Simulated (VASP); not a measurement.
**Ga: single point with BLYP**

The system is Ga.

```
Ga
1.0
    -1.71479    1.71479    1.71479
     1.71479   -1.71479    1.71479
     1.71479    1.71479   -1.71479
Ga
1
Cartesian
  0.0000 0.0000 0.0000
```

This cell differs from its parent crystal: volume scaled by 0.92.

* Program: VASP 6.6.1
* Task: single point
* Functional: BLYP
* Potentials or basis: VASP PAW PBE potentials, release 64 (Ga_d)
* Cutoff: 520 eV
* k mesh: 14 × 14 × 14
* Occupations: fermi-dirac, width 0.1 eV
* Spin: no spin polarisation
* Dipole correction: no
* Further INCAR settings: ALGO = Normal; EDIFF = 1e-06; NBANDS = 12

```json
{
  "Pressure": "3.0 GPa"
}
```

Levels at points of the mesh, in eV from the Fermi level:
| k point | band 3 | band 4 | band 5 | band 6 | band 7 | band 8 | band 9 | band 10 |
| --- | --- | --- | --- | --- | --- | --- | --- | --- |
| (0.00, 0.00, 0.00) | -14.95 | -14.79 | -14.79 | -10.50 | 11.48 | 11.48 | 11.48 | 16.60 |
| (0.50, 0.00, 0.00) | -14.80 | -14.79 | -14.69 | -4.57 | -3.27 | 6.49 | 8.65 | 11.36 |
| (0.50, 0.50, 0.50) | -14.71 | -14.71 | -14.71 | 0.60 | 1.59 | 1.59 | 1.59 | 6.12 |

Run time: 31 s on 1 thread of Intel(R) Xeon(R) Platinum 8259CL CPU @ 2.50GHz (Skylake/Cascade Lake), with other jobs on the host, peak memory 0.15 GiB.

Caveat: the PAW data sets were made with another functional, which shifts forces and pressure a little.
